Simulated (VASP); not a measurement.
# Ru (Cmcm) in VASP: further runs

The runs below take Ru through single point, with PBE.

Everything below comes from runs of VASP 6.6.1. Logs are shortened: lines on timing, memory, paths and dates and some standing lists are left out, and cuts for length are marked.

**1. The cell of the first run**

Symmetry: Cmcm, No. 63, orthorhombic system. The conventional cell has a = 2.503 Å, b = 5.038 Å, c = 4.282 Å, α = 90.00°, β = 90.00°, γ = 90.00°. Ru (site symmetry m2m) has 12 Ru at 2.50 to 2.81 Å within 3.3 Å.

**2. Single point, PBE (strain -0.0750 x Voigt [1, -1, 0, 0, 0, 0])**

File INCAR:

```
  ALGO = Fast
  EDIFF = 1E-6
  ENCUT = 520
  GGA = PE
  ISIF = 2
  ISMEAR = 0
  LASPH = True
  LCHARG = False
  LREAL = False
  LWAVE = False
  NBANDS = 21
  NELM = 60
  PREC = Accurate
  SIGMA = 0.15
```

File KPOINTS:

```
k-points
0
Gamma
  24 24 12
```

File POSCAR:

```
Ru
1.0
    2.5028643842      0.0000000000      0.0000000000
   -1.2514321921      2.5190377831      0.0000000000
    0.0000000000      0.0000000000      4.2819000000
Ru
2
Direct
    0.3333333333      0.6666666667      0.2500000000
    0.6666666667      0.3333333333      0.7500000000
```

Potentials or basis: VASP PAW PBE potentials, release 64 (Ru_pv).

On the command line:

```sh
cat potpaw_PBE.64/Ru_pv/POTCAR > POTCAR
mpirun -np 1 vasp_std > vasp.out
```

OUTCAR:

```text
EDIFF = 1E-6
   ENCUT = 520
   GGA = PE
   ISIF = 2
   ISMEAR = 0
   LASPH = True
   LREAL = False
   NELM = 60
   PREC = Accurate

 ion  position               nearest neighbor table
   1  0.333  0.667  0.250-   2 2.62   2 2.62   2 2.62   2 2.62   2 2.72   2 2.72
   2  0.667  0.333  0.750-   1 2.62   1 2.62   1 2.62   1 2.62   1 2.72   1 2.72

  LATTYP: Found a base centered orthorhombic cell.
 ALAT       =     2.5028643842
 B/A-ratio  =     2.0129239115
 C/A-ratio  =     1.7107998448

  Lattice vectors:

 A1 = (   1.2514321921,  -2.5190377831,   0.0000000000)
 A2 = (   1.2514321921,   2.5190377831,   0.0000000000)
 A3 = (   0.0000000000,   0.0000000000,   4.2819000000)

Analysis of symmetry for initial positions (statically):
=====================================================================
 Subroutine PRICEL returns:
 Original cell was already a primitive cell.

 Routine SETGRP: Setting up the symmetry group for a
 base centered orthorhombic supercell.

 Subroutine GETGRP returns: Found  8 space group operations
 (whereof  4 operations were pure point group operations)
 out of a pool of  8 trial point group operations.

The static configuration has the point symmetry C_2h.
 The point group associated with its full space group is D_2h.

Analysis of symmetry for dynamics (positions and initial velocities):
=====================================================================
 Subroutine PRICEL returns:
 Original cell was already a primitive cell.

 Routine SETGRP: Setting up the symmetry group for a
 base centered orthorhombic supercell.

 Subroutine GETGRP returns: Found  8 space group operations
 (whereof  4 operations were pure point group operations)
 out of a pool of  8 trial point group operations.

The dynamic configuration has the point symmetry C_2h.
 The point group associated with its full space group is D_2h.

 Subroutine INISYM returns: Found  8 space group operations
 (whereof  4 operations are pure point group operations),
 and found     1 'primitive' translations

----------------------------------------------------------------------------------------

                                     Primitive cell

  volume of cell :      26.9966

  direct lattice vectors                    reciprocal lattice vectors
     2.502864384  0.000000000  0.000000000     0.399542223  0.198488488  0.000000000
    -1.251432192  2.519037783  0.000000000     0.000000000  0.396976975  0.000000000
     0.000000000  0.000000000  4.281900000     0.000000000  0.000000000  0.233541185

  length of vectors
     2.502864384  2.812762678  4.281900000     0.446129653  0.396976975  0.233541185

  position of ions in fractional coordinates (direct lattice)
     0.333333333  0.666666667  0.250000000
     0.666666667  0.333333333  0.750000000

  ion indices of the primitive-cell ions
   primitive index   ion index
                 1           1
                 2           2

----------------------------------------------------------------------------------------

 KPOINTS: k-points

Automatic generation of k-mesh.
 Grid dimensions read from file:
 generate k-points for:   24   24   12

 Generating k-lattice:

  Cartesian coordinates                     Fractional coordinates (reciprocal lattice)
     0.016647593  0.008270354  0.000000000     0.041666667  0.000000000  0.000000000
     0.000000000  0.016540707  0.000000000     0.000000000  0.041666667  0.000000000
     0.000000000  0.000000000  0.019461765     0.000000000  0.000000000  0.083333333

  Length of vectors
     0.018588736  0.016540707  0.019461765

  Shift w.r.t. Gamma in fractional coordinates (k-lattice)
     0.000000000  0.000000000  0.000000000

 Subroutine IBZKPT returns following result:
 ===========================================

 Found   1099 irreducible k-points:

 Following reciprocal coordinates:
            Coordinates               Weight
  0.000000  0.000000  0.000000      1.000000
  0.041667  0.000000  0.000000      4.000000
  0.083333  0.000000  0.000000      4.000000
  0.125000  0.000000  0.000000      4.000000
  0.166667 -0.000000  0.000000      4.000000
  0.208333  0.000000  0.000000      4.000000
[... 16 lines left out ...]
  0.375000  0.041667  0.000000      4.000000
  0.416667  0.041667  0.000000      4.000000
 [... further k-points ...]
   k-points           NKPTS =   1099   k-points in BZ     NKDIM =   1099   number of bands    NBANDS=     21
   number of dos      NEDOS =    301   number of ions     NIONS =      2
   total plane-waves  NPLWV =  15360
   dimension x,y,z NGX =    20 NGY =   24 NGZ =   32
   dimension x,y,z NGXF=    40 NGYF=   48 NGZF=   64
   ions per type =               2
   NGX,Y,Z   is equivalent  to a cutoff of  13.28, 14.18, 12.42 a.u.
   NGXF,Y,Z  is equivalent  to a cutoff of  26.57, 28.37, 24.85 a.u.
 SYSTEM =  unknown system
   PREC   = accura    normal or accurate (medium, high low for compatibility)
   ISTART =      0    job   : 0-new  1-cont  2-samecut
   ICHARG =      2    charge: 1-file 2-atom 10-const
   ISPIN  =      1    spin polarized calculation?
   LNONCOLLINEAR =      F non collinear calculations
   LSORBIT =      F    spin-orbit coupling
   LASPH  =      T    aspherical Exc in radial PAW
   ENCUT  =  520.0 eV  38.22 Ry    6.18 a.u.   4.65  5.23  7.96*2*pi/ulx,y,z
   NELM   =     60;   NELMIN=  2; NELMDL= -5     # of ELM steps
   EDIFF  = 0.1E-05   stopping-criterion for ELM
   LREAL  =      F    real-space projection
   EDIFFG = 0.1E-04   stopping-criterion for IOM
   NSW    =      0    number of steps for IOM
   IBRION =     -1    ionic relax: 0-MD 1-quasi-New 2-CG
   NFREE  =      0    steps in history (QN), initial steepest desc. (CG)
   ISIF   =      2    stress and relaxation
   ISYM   =      2    0-nonsym 1-usesym 2-fastsym
   POTIM  = 0.5000    time-step for ionic-motion
   TEBEG  =    0.0;   TEEND  =   0.0 temperature during run
   PSTRESS=    0.0 pullay stress
   NELECT =      28.0000    total number of electrons
   NUPDOWN=      -1.0000    fix difference up-down
   EMIN   =  10.00;   EMAX   =-10.00  energy-range for DOS
   EFERMI =   0.00;   METHOD = LEGACY
   ISMEAR =     0;   SIGMA  =   0.15  broadening in eV -4-tet -1-fermi 0-gaus
   EFERMI_NEDOS =   21; number of points for ismear=-14 and -15
   IALGO  =     68    algorithm
   IMIX   =      4    mixing-type and parameters
     AMIX     =   0.40;   BMIX     =  1.00
     AMIX_MAG =   1.60;   BMIX_MAG =  1.00
  volume/ion in A,a.u.               =      13.50        91.09
  Fermi-wavevector in a.u.,A,eV,Ry     =   1.657135  3.131532 37.362929  2.746098
  Thomas-Fermi vector in A             =   2.744940
   LORBIT       =      0    0 simple, 1 ext, 2 COOP (PROOUT), +10 PAW based schemes
   GGA     = PE    functional components
   LHFCALC =     F    Hartree Fock is set to
   AEXX    =    0.0000 exact exchange contribution
   IVDW    =     0    specifies the selected vdW correction
   LEPSILON=     F    determine dielectric tensor
   LRPA    =     F    only Hartree local field effects (RPA)
 non-spin polarized calculation
 RMM-DIIS sequential band-by-band and
 Gauss-broadening in eV      SIGMA  =   0.15
  energy-cutoff  :      520.00
  volume of cell :       27.00
 maximum number of plane-waves:       755
   NGX =  9   NGY = 11   NGZ = 15

 number of electron      28.0000002 magnetization

 Free energy of the ion-electron system (eV)
  ---------------------------------------------------
  ext. energy  EPLUGINS =         0.00000000
  ---------------------------------------------------
  free energy    TOTEN  =       -18.03509620 eV

  energy without entropy =      -18.01458291  energy(sigma->0) =      -18.02483956

 E-fermi :  12.9946     XC(G=0): -14.1400

 val. band max:       12.9938670613   @ k =   0.0000   0.1667   0.2500
 cond. band min:      12.9946149494   @ k =   0.1667   0.2917   0.0000
 fundamental gap:      0.0007478881
 Fermi energy:        12.9946074581

 k-point     1 :       0.0000    0.0000    0.0000
  band No.  band energies     occupation
      1     -30.7063      2.00000
      2     -29.8450      2.00000
      3     -29.6753      2.00000
      4     -29.6022      2.00000
      5     -29.5419      2.00000
      6     -29.4335      2.00000
[... 13 lines left out ...]
     20      23.4235      0.00000
     21      23.4440      0.00000

 k-point     2 :       0.0417    0.0000    0.0000
  band No.  band energies     occupation
      1     -30.6992      2.00000
      2     -29.8480      2.00000
      3     -29.6817      2.00000
      4     -29.6172      2.00000
      5     -29.5442      2.00000
      6     -29.4533      2.00000
[... 13 lines left out ...]
     20      23.4235      0.00000
     21      23.4435      0.00000

 k-point     3 :       0.0833    0.0000    0.0000
  band No.  band energies     occupation
      1     -30.6782      2.00000
      2     -29.8573      2.00000
      3     -29.7116      2.00000
      4     -29.6506      2.00000
      5     -29.5511      2.00000
      6     -29.5104      2.00000
[... 13 lines left out ...]
     20      23.4235      0.00000
     21      23.4419      0.00000

 k-point     4 :       0.1250    0.0000    0.0000
  band No.  band energies     occupation
      1     -30.6440      2.00000
      2     -29.8747      2.00000
      3     -29.7842      2.00000
      4     -29.6831      2.00000
      5     -29.5930      2.00000
      6     -29.5629      2.00000
[... 13 lines left out ...]
     20      23.4235      0.00000
     21      23.4391      0.00000

 k-point     5 :       0.1667   -0.0000    0.0000
  band No.  band energies     occupation
      1     -30.5979      2.00000
      2     -29.9233      2.00000
      3     -29.8663      2.00000
      4     -29.7539      2.00000
      5     -29.6562      2.00000
      6     -29.5799      2.00000
[... 13 lines left out ...]
     20      23.4235      0.00000
     21      23.4360      0.00000
[... 382 lines left out ...]
     20      23.4265      0.00000
     21      26.1197      0.00000

 k-point    22 :       0.3333    0.0417    0.0000
  band No.  band energies     occupation
      1     -30.4691      2.00000
      2     -30.3135      2.00000
      3     -30.3036      2.00000
      4     -29.9815      2.00000
      5     -29.7507      2.00000
      6     -29.7246      2.00000
[... 13 lines left out ...]
     20      24.9501      0.00000
     21      26.2968      0.00000

 k-point    23 :       0.3750    0.0417    0.0000
  band No.  band energies     occupation
      1     -30.5753      2.00000
      2     -30.4231      2.00000
      3     -30.2311      2.00000
      4     -29.9902      2.00000
      5     -29.7689      2.00000
      6     -29.7601      2.00000
[... 13 lines left out ...]
     20      24.4210      0.00000
     21      25.5414      0.00000

 k-point    24 :       0.4167    0.0417    0.0000
  band No.  band energies     occupation
      1     -30.6544      2.00000
      2     -30.5064      2.00000
      3     -30.1666      2.00000
      4     -29.9938      2.00000
      5     -29.8123      2.00000
      6     -29.7652      2.00000
[... 13 lines left out ...]
     20      24.8710      0.00000
     21      25.0878      0.00000

 [... further k-points ...]

------------------------ aborting loop because EDIFF is reached ----------------------------------------

  FORCE on cell =-STRESS in cart. coord.  units (eV):
  Direction    XX          YY          ZZ          XY          YZ          ZX
  --------------------------------------------------------------------------------------
  -------------------------------------------------------------------------------------
  Total        8.4755462     -3.1288845      0.9833769      0.0000000      0.0000000      0.0000000
  in kB      503.0020539   -185.6913177     58.3609128      0.0000000      0.0000000      0.0000000
  external PRESSURE =     125.2238830 kB  Pullay stress =       0.0000000 kB

 VOLUME and BASIS-vectors are now :
 -----------------------------------------------------------------------------
  energy-cutoff  :      520.00
  volume of cell :       27.00
      direct lattice vectors                 reciprocal lattice vectors
     2.502864384  0.000000000  0.000000000     0.399542223  0.198488488  0.000000000
    -1.251432192  2.519037783  0.000000000     0.000000000  0.396976975  0.000000000
     0.000000000  0.000000000  4.281900000     0.000000000  0.000000000  0.233541185

 POSITION                                       TOTAL-FORCE (eV/Angst)
 -----------------------------------------------------------------------------------
     -0.00000      1.67936      1.07048         0.000000      0.361840     -0.000000
      1.25143      0.83968      3.21143         0.000000     -0.361840      0.000000
 -----------------------------------------------------------------------------------
    total drift:                                0.000000     -0.000000      0.000000

  FREE ENERGIE OF THE ION-ELECTRON SYSTEM (eV)
  ---------------------------------------------------
  free  energy   TOTEN  =       -18.0350962035 eV

  energy  without entropy=      -18.0145829145  energy(sigma->0) =      -18.02483956
```

Wall time 3.7 min (1 thread of Intel Xeon 6975P-C (Granite Rapids), shared host); peak memory 0.55 GiB.

What came out:

- Free energy: -18.0351 eV
- Pressure: 12.5 GPa
- Largest force: 0.362 eV/Å
- Band gap on the k mesh: zero (bands 14 and 15 overlap by 2.66 eV)

Forces on the atoms (eV/Å):
```
Ru   0.000  0.362  0.000
Ru   0.000 -0.362  0.000
```

Caveat: the cell differs from its parent crystal (strain -0.0750 x Voigt [1, -1, 0, 0, 0, 0]); the stress differs along the axes, from -19 to 50 GPa.

(Continued in part 2 of 2.)
